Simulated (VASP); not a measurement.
# AlAs (F-43m) in VASP: a series of runs

AlAs is run at these levels: PBEsol; tasks: vibrations by perturbation theory, elastic constants.

Everything below comes from runs of VASP 6.6.1. Logs are shortened: lines on timing, memory, paths and dates and some standing lists are left out, and cuts for length are marked.

**1. The cell of the first run**

It takes space group F-43m (No. 216, cubic). Conventional cell: a = 5.356 Å, b = 5.356 Å, c = 5.356 Å, α = 90.00°, β = 90.00°, γ = 90.00°. Al (site symmetry -43m) has 4 As at 2.32 Å within 3.1 Å. Within 3.1 Å of As (site symmetry -43m) lie 4 Al at 2.32 Å.

**2. Vibrations by perturbation theory, PBEsol**

INCAR reads:

```
SYSTEM = AlAs
  PREC = Accurate
  ENCUT = 500
  EDIFF = 1E-8
  ISMEAR = 0
  SIGMA = 0.01
  LREAL = .False.
  LASPH = .True.
  NELM = 120
  ALGO = Normal
  ISIF = 2
  LWAVE = .False.
  LCHARG = .True.
  GGA = PS
  IBRION = 8
  NSW = 1
  LEPSILON = .True.
  GGA_COMPAT = .False.
```

KPOINTS reads:

```
regular mesh
0
Gamma
  10 10 10
  0 0 0
```

POSCAR reads:

```
AlAs
1.0
    0.0000000000      2.6779512707      2.6779512707
    2.6779512707      0.0000000000      2.6779512707
    2.6779512707      2.6779512707      0.0000000000
Al As
1 1
Direct
    0.0000000000      0.0000000000      0.0000000000
    0.7500000000      0.7500000000      0.7500000000
```

Potentials or basis: VASP PAW PBE potentials, release 64 (Al, As).

Started as:

```console
$ cat potpaw_PBE.64/Al/POTCAR potpaw_PBE.64/As/POTCAR > POTCAR
$ mpirun -np 1 vasp_std > vasp.out
```

OUTCAR:

```text
SYSTEM = AlAs
   PREC = Accurate
   ENCUT = 500
   EDIFF = 1E-8
   ISMEAR = 0
   LREAL = .False.
   LASPH = .True.
   NELM = 120
   ISIF = 2
   GGA = PS
   IBRION = 8
   NSW = 1
   LEPSILON = .True.

 ion  position               nearest neighbor table
   1  0.000  0.000  0.000-   2 2.32   2 2.32   2 2.32   2 2.32
   2  0.750  0.750  0.750-   1 2.32   1 2.32   1 2.32   1 2.32

  LATTYP: Found a face centered cubic cell.
 ALAT       =     5.3559025414

  Lattice vectors:

 A1 = (   0.0000000000,   2.6779512707,   2.6779512707)
 A2 = (   2.6779512707,   0.0000000000,   2.6779512707)
 A3 = (   2.6779512707,   2.6779512707,   0.0000000000)

Analysis of symmetry for initial positions (statically):
=====================================================================
 Subroutine PRICEL returns:
 Original cell was already a primitive cell.

 Routine SETGRP: Setting up the symmetry group for a
 face centered cubic supercell.

 Subroutine GETGRP returns: Found 24 space group operations
 (whereof 24 operations were pure point group operations)
 out of a pool of 48 trial point group operations.

The static configuration has the point symmetry T_d .

Analysis of symmetry for dynamics (positions and initial velocities):
=====================================================================
 Subroutine PRICEL returns:
 Original cell was already a primitive cell.

 Routine SETGRP: Setting up the symmetry group for a
 face centered cubic supercell.

 Subroutine GETGRP returns: Found 24 space group operations
 (whereof 24 operations were pure point group operations)
 out of a pool of 48 trial point group operations.

The dynamic configuration has the point symmetry T_d .

 Subroutine INISYM returns: Found 24 space group operations
 (whereof 24 operations are pure point group operations),
 and found     1 'primitive' translations

----------------------------------------------------------------------------------------

                                     Primitive cell

  volume of cell :      38.4094

  direct lattice vectors                    reciprocal lattice vectors
     0.000000000  2.677951271  2.677951271    -0.186709895  0.186709895  0.186709895
     2.677951271  0.000000000  2.677951271     0.186709895 -0.186709895  0.186709895
     2.677951271  2.677951271  0.000000000     0.186709895  0.186709895 -0.186709895

  length of vectors
     3.787195006  3.787195006  3.787195006     0.323391024  0.323391024  0.323391024

  position of ions in fractional coordinates (direct lattice)
     0.000000000  0.000000000  0.000000000
     0.750000000  0.750000000  0.750000000

  ion indices of the primitive-cell ions
   primitive index   ion index
                 1           1
                 2           2

----------------------------------------------------------------------------------------

 KPOINTS: regular mesh

Automatic generation of k-mesh.
 Grid dimensions read from file:
 generate k-points for:   10   10   10

 Generating k-lattice:

  Cartesian coordinates                     Fractional coordinates (reciprocal lattice)
[... 413 lines left out ...]
  ---------------------------------------------------
  ---------------------------------------------------
  free energy    TOTEN  =        -0.92280918 eV

  energy without entropy =       -0.92280918

------------------------ aborting loop because EDIFF is reached ----------------------------------------

--------------------------------------- Ionic step        2  -------------------------------------------

------------------------ aborting loop because EDIFF is reached ----------------------------------------

--------------------------------------- Ionic step        3  -------------------------------------------

------------------------ aborting loop because EDIFF is reached ----------------------------------------

 PIEZOELECTRIC TENSOR FIELD DIRECTION 3  (e Angst)
 -----------------------------------------------------------------------------
    -0.00087  1.50691  0.00000           (  0.00000 -0.04134  0.00000)
     1.50691 -0.00087  0.00000           ( -0.04134  0.00000  0.00000)
     0.00000  0.00000 -0.00032           (  0.00000  0.00000  0.00000)

 PIEZOELECTRIC TENSOR FIELD DIRECTION 3  (C/m^2)
 -----------------------------------------------------------------------------
    -0.00036  0.62858  0.00000
     0.62858 -0.00036  0.00000
     0.00000  0.00000 -0.00013

--------------------------------------- Ionic step        4  -------------------------------------------

------------------------ aborting loop because EDIFF is reached ----------------------------------------

[... ionic steps 5 to 6 ...]

--------------------------------------- Ionic step        7  -------------------------------------------

 Free energy of the ion-electron system (eV)
  ---------------------------------------------------
  ---------------------------------------------------
  free energy    TOTEN  =        -0.04609276 eV

  energy without entropy =       -0.04609276

------------------------ aborting loop because EDIFF is reached ----------------------------------------

 INTERNAL STRAIN TENSOR  FOR ION    2  DIRECTION 1   (eV/Angst):
 -----------------------------------------------------------------------------
    -0.00726  0.00000  0.00000
     0.00000  0.00528 15.77037
     0.00000 15.77037  0.00528

 MACROSCOPIC STATIC DIELECTRIC TENSOR (including local field effects in DFT)
 ------------------------------------------------------
           9.063031     0.000000    -0.000000
          -0.000000     9.063031    -0.000000
           0.000000     0.000000     9.063031
 ------------------------------------------------------

 PIEZOELECTRIC TENSOR (including local field effects)  for field in x, y, z        (e  Angst)
          XX          YY          ZZ          XY          YZ          ZX
  --------------------------------------------------------------------------------
  x     0.00000     0.00000     0.00000     0.00000     1.50955    -0.00000
  y    -0.00000     0.00000    -0.00000     0.00000     0.00000     1.50955
  z     0.00000     0.00000     0.00000     1.50955     0.00000    -0.00000

 PIEZOELECTRIC TENSOR (including local field effects)  for field in x, y, z        (C/m^2)
          XX          YY          ZZ          XY          YZ          ZX
  --------------------------------------------------------------------------------
  x     0.00000     0.00000     0.00000     0.00000     0.62968    -0.00000
  y    -0.00000     0.00000    -0.00000     0.00000     0.00000     0.62968
  z     0.00000     0.00000     0.00000     0.62968     0.00000    -0.00000

 BORN EFFECTIVE CHARGES (including local field effects) (in |e|, cummulative output)
 ---------------------------------------------------------------------------------
 ion    1
    1     2.02703     0.00000     0.00000
    2     0.00000     2.02703     0.00000
    3     0.00000     0.00000     2.02703
 ion    2
    1    -2.02703     0.00000     0.00000
    2     0.00000    -2.02703     0.00000
    3     0.00000    -0.00000    -2.02703

 INTERNAL STRAIN TENSOR FOR ION    2 for displacements in x,y,z  (eV/Angst):
          X           Y           Z          XY          YZ          ZX
  --------------------------------------------------------------------------------
  x    -0.00000     0.00000     0.00000     0.00000    15.77037     0.00000
  y     0.00000    -0.00000     0.00000     0.00000     0.00000    15.77037
  z     0.00000     0.00000    -0.00000    15.77037     0.00000     0.00000

 SECOND DERIVATIVES (NOT SYMMETRIZED)
 ------------------------------------
               1X          1Y          1Z          2X          2Y          2Z
  1X   -13.639842    0.000000    0.000000   13.639842    0.000000    0.000000
  1Y     0.000000  -13.639842    0.000000    0.000000   13.639842    0.000000
  1Z     0.000000    0.000000  -13.639842    0.000000    0.000000   13.639842
  2X    13.635411    0.000000    0.000000  -13.635411    0.000000    0.000000
  2Y     0.000000   13.635411    0.000000    0.000000  -13.635411    0.000000
  2Z     0.000000    0.000000   13.635411    0.000000    0.000000  -13.635411

 Eigenvectors and eigenvalues of the dynamical matrix
 ----------------------------------------------------

   1 f  =   12.962731 THz    81.447240 2PiTHz  432.390159 cm-1    53.609523 meV
             X         Y         Z           dx          dy          dz
      0.000000  0.000000  0.000000    -0.857492    0.000000    0.000000
      4.016927  4.016927  4.016927     0.514498    0.000000    0.000000
[... 21 lines left out ...]
   6 f/i=    0.000929 THz     0.005837 2PiTHz    0.030990 cm-1     0.003842 meV
             X         Y         Z           dx          dy          dz
      0.000000  0.000000  0.000000     0.000000    0.203659    0.472474
      4.016927  4.016927  4.016927     0.000000    0.339429    0.787452

--------------------------------------------------------------------------------------------------------

 MACROSCOPIC STATIC DIELECTRIC TENSOR IONIC CONTRIBUTION
 ------------------------------------------------------
           1.419417     0.000000     0.000000
           0.000000     1.419417    -0.000000
           0.000000    -0.000000     1.419417
 ------------------------------------------------------

 ELASTIC MODULI CONTR FROM IONIC RELAXATION (kBar)
 Direction    XX          YY          ZZ          XY          YZ          ZX
 --------------------------------------------------------------------------------
 XX          -0.0000      0.0000      0.0000     -0.0000      0.0000     -0.0000
 YY           0.0000     -0.0000      0.0000     -0.0000     -0.0000      0.0000
 ZZ           0.0000      0.0000     -0.0000      0.0000     -0.0000     -0.0000
 XY          -0.0000     -0.0000      0.0000   -754.6373     -0.0000      0.0000
 YZ           0.0000     -0.0000     -0.0000     -0.0000   -754.6373     -0.0000
 ZX          -0.0000      0.0000     -0.0000      0.0000     -0.0000   -754.6373
 --------------------------------------------------------------------------------

 PIEZOELECTRIC TENSOR IONIC CONTR  for field in x, y, z        (C/m^2)
          XX          YY          ZZ          XY          YZ          ZX
  --------------------------------------------------------------------------------
  x     0.00000    -0.00000    -0.00000    -0.00000    -0.97386    -0.00000
  y    -0.00000     0.00000    -0.00000     0.00000    -0.00000    -0.97386
  z    -0.00000    -0.00000     0.00000    -0.97386    -0.00000     0.00000
```

It took 2.6 min on 1 thread of Intel Xeon 6975P-C (Granite Rapids), shared host; peak memory 0.27 GiB.

What came out:

```
Electronic dielectric tensor (diagonal)                 : 9.06
Born charges (mean of the diagonal)                     : Al +2.03; As -2.03 e
Highest phonon frequency at Γ, LO-TO splitting left out : 432 cm⁻¹
```

Phonon frequencies in cm⁻¹ (negative: imaginary):
```
              q point        frequencies
(0.000, 0.000, 0.000)  0 0 0 432 432 432
```

Electronic dielectric tensor:
```
9.06 0.00 0.00
0.00 9.06 0.00
0.00 0.00 9.06
```

Born effective charge tensors (e):
atom 1, Al
```
2.03 0.00 0.00
0.00 2.03 0.00
0.00 0.00 2.03
```
atom 2, As
```
-2.03  0.00  0.00
 0.00 -2.03  0.00
 0.00  0.00 -2.03
```

Caveat: the cell stands under pressure or tension, which shifts response properties; the PAW data sets were made with another functional, which shifts forces and pressure a little.

**3. Elastic constants, PBEsol**

This run uses another cell than the first one, of 21.06 Å³/atom.

INCAR reads:

```
PREC = Accurate
ENCUT = 500
EDIFF = 1E-8
ISMEAR = 0
SIGMA = 0.01
LREAL = False
LASPH = True
NELM = 120
ALGO = Normal
ISIF = 3
LWAVE = False
LCHARG = False
GGA = PS
NBANDS = 11
IBRION = 6
NFREE = 2
POTIM = 0.015
NSW = 1
GGA_COMPAT = False
```

KPOINTS reads:

```
Automatic mesh
0
Gamma
  8 8 8
```

POSCAR reads:

```
AlAs
1.0
    0.0000000000      2.7613768620      2.7613768620
    2.7613768620      0.0000000000      2.7613768620
    2.7613768620      2.7613768620      0.0000000000
Al As
1 1
Direct
    0.0000000000      0.0000000000      0.0000000000
    0.7500000000      0.7500000000      0.7500000000
```

Potentials or basis: VASP PAW PBE potentials, release 64 (Al, As).

Started as:

```console
$ cat potpaw_PBE.64/Al/POTCAR potpaw_PBE.64/As/POTCAR > POTCAR
$ mpirun -np 1 vasp_std > vasp.out
```

Run time: 3 min. Hardware: 1 thread of Intel Xeon 6975P-C (Granite Rapids), shared host; peak memory 0.25 GiB.

It converged, with:

| Item | Value |
| --- | --- |
| Elastic constants C11, C12, C44 | 127, 78, 53 GPa |
| Voigt bulk modulus | 95 GPa |
| Highest phonon frequency at Γ, LO-TO splitting left out | 390 cm⁻¹ |

Phonon frequencies in cm⁻¹ (negative: imaginary):
| q point | frequencies |
| --- | --- |
| (0.000, 0.000, 0.000) | 0 0 0 390 390 390 |

Elastic tensor in Voigt notation (GPa, in the Cartesian axes of the cell as first typed):
```
127  78  78   0   0   0
 78 127  78   0   0   0
 78  78 127   0   0   0
  0   0   0  53   0   0
  0   0   0   0  53   0
  0   0   0   0   0  53
```

Clamped-ion elastic tensor (GPa):
```
127  78  78   0   0   0
 78 127  78   0   0   0
 78  78 127   0   0   0
  0   0   0  97   0   0
  0   0   0   0  97   0
  0   0   0   0   0  97
```

Caveat: the cell is under stress, which shifts elastic constants; the PAW data sets were made with another functional, which shifts forces and pressure a little.
